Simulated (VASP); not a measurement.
A run of VASP 6.6.1:

The input POSCAR:

```
BP
1.0
    0.0000000000      2.2690000000      2.2690000000
    2.2690000000      0.0000000000      2.2690000000
    2.2690000000      2.2690000000      0.0000000000
P B
1 1
Direct
    0.7500000000      0.7500000000      0.7500000000
    0.0000000000      0.0000000000      0.0000000000
```

Contents of INCAR.step1:

```
SYSTEM = BP
PREC     = Accurate       ! precision mode
ENCUT    = 520            ! plane-wave cutoff, eV
ISMEAR   = -1             ! smearing method
SIGMA    = 0.15           ! smearing width, eV
LREAL    = .False.        ! projectors in reciprocal space
LASPH    = .True.         ! aspherical terms in the spheres
NELM     = 60             ! most SCF steps
NBANDS   = 11             ! bands
GGA      = PE             ! functional
ALGO     = Normal         ! electronic algorithm
EDIFF    = 1E-4           ! SCF threshold, eV
LWAVE    = .True.         ! write WAVECAR
LCHARG   = .False.        ! write CHGCAR
```

The input INCAR.step2:

```
SYSTEM = BP
PREC     = Accurate       ! precision mode
ENCUT    = 520            ! plane-wave cutoff, eV
EDIFF    = 1E-6           ! SCF threshold, eV
ISMEAR   = -1             ! smearing method
SIGMA    = 0.15           ! smearing width, eV
LREAL    = .False.        ! projectors in reciprocal space
LASPH    = .True.         ! aspherical terms in the spheres
NELM     = 60             ! most SCF steps
ALGO     = Normal         ! electronic algorithm
ISIF     = 2              ! what is computed and relaxed
LWAVE    = .False.        ! write WAVECAR
LCHARG   = .False.        ! write CHGCAR
METAGGA  = R2SCAN         ! meta-GGA
LMIXTAU  = .True.       
LUSE_VDW = .True.       
IVDW_NL  = 2            
BPARAM   = 11.95        
CPARAM   = 0.0093       
NBANDS   = 11             ! bands
ISTART   = 1
```

Contents of KPOINTS:

```
Automatic mesh
0
Gamma
  10 10 10
  0 0 0
```

Potentials or basis: VASP PAW PBE potentials, release 64 (P, B).

Launch:

```console
$ cat potpaw_PBE.64/P/POTCAR potpaw_PBE.64/B/POTCAR > POTCAR
$ cp INCAR.step1 INCAR
$ mpirun -np 1 vasp_std > vasp.out
$ cp INCAR.step2 INCAR
$ mpirun -np 1 vasp_std > vasp.out
```

Hardware: 1 thread of Intel(R) Xeon(R) 6975P-C (Granite Rapids) (shared host).

Task: How long does it take, and how much memory?

Result: It took 47 s on 1 thread of Intel(R) Xeon(R) 6975P-C (Granite Rapids) (shared host), peak memory 0.2 GiB. Counts: k points 47.
